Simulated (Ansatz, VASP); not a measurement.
# TaN in VASP and in Ansatz

The input INCAR:

```
SYSTEM = TaN
  ALGO = Normal
  EDIFF = 1E-8
  ENCUT = 520
  GGA = PS
  ISIF = 2
  ISMEAR = -1
  LASPH = .True.
  LCHARG = .False.
  LEFG = .True.
  LREAL = .False.
  LWAVE = .False.
  NBANDS = 33
  NELM = 80
  PREC = Accurate
  SIGMA = 0.01
```

Contents of KPOINTS:

```
k-points
0
Gamma
  6 6 9
  0 0 0
```

File POSCAR:

```
TaN
1.0
    5.1960008669      0.0000000000      0.0000000000
   -2.5980004334      4.4998687488      0.0000000000
    0.0000000000      0.0000000000      2.9110000000
Ta N
3 3
Direct
    0.3333333333      0.6666666667      0.5000000000
    0.6666666667      0.3333333333      0.5000000000
    0.0000000000      0.0000000000      0.0000000000
    0.3928500000      0.0000000000      0.0000000000
    0.6071500000      0.6071500000      0.0000000000
    0.0000000000      0.3928500000      0.0000000000
```

Input for Ansatz:

```yaml
crystal:
  lattice:
    - [5.1960008669, 0.0, 0.0]
    - [-2.5980004334, 4.4998687488, 0.0]
    - [0.0, 0.0, 2.911]
  atoms:
    - { symbol: Ta, position: [0.3333333333, 0.6666666667, 0.5] }
    - { symbol: Ta, position: [0.6666666667, 0.3333333333, 0.5] }
    - { symbol: Ta, position: [0.0, 0.0, 0.0] }
    - { symbol: "N", position: [0.39285, 0.0, 0.0] }
    - { symbol: "N", position: [0.60715, 0.60715, 0.0] }
    - { symbol: "N", position: [0.0, 0.39285, 0.0] }
kpoints:
  mp_grid: { grid: [6, 6, 9] }
  band_path:
    path:
      - [0.0, 0.0, 0.0]
      - [0.5, 0.0, 0.0]
      - [0.3333333333, 0.3333333333, 0.0]
      - [0.0, 0.0, 0.0]
      - [0.0, 0.0, 0.5]
      - [0.5, 0.0, 0.5]
      - [0.3333333333, 0.3333333333, 0.5]
      - [0.0, 0.0, 0.5]
      - [0.5, 0.0, 0.5]
    npoints: 8
scf:
  occupations: { method: fermi_dirac, width: 0.01 }
hamiltonian:
  xc: pbesol
  pseudopotentials: { kind: all_electron, datasets: crystal }
output:
  forces: true
  stress: true
  eigenvalues: true
  efg: { contact_densities: true }
```

Alike in both runs: task electric field gradients; functional PBEsol; k mesh 6 × 6 × 9; occupations fermi-dirac, width 0.01 eV; no spin polarisation.

|  | VASP | Ansatz |
| --- | --- | --- |
| version | VASP 6.6.1 | Ansatz 0.2.0 |
| potentials or method | VASP PAW PBE potentials, release 64 (Ta_pv, N), cutoff 520 eV | all-electron PAW with datasets made for the crystal, scalar-relativistic |

```csv
,VASP,Ansatz,Ansatz less VASP
pressure (GPa),-3.0,-3.8,-0.84
"traceless stress, the component that is largest in VASP (GPa)",-1.07,-0.85,+0.219
rms of the force components (eV/Å),0.012,0.004,-0.0084
size of Vzz on the site where it differs most (V/Å²),178.2,107.9,-70.32
```

VASP's potentials were made for PBE, not for PBEsol. Atom by atom the forces differ by 0.008 eV/Å (rms over components). Ansatz ran all-electron here, and VASP with PAW potentials.

Neither program's run includes spin-orbit coupling.
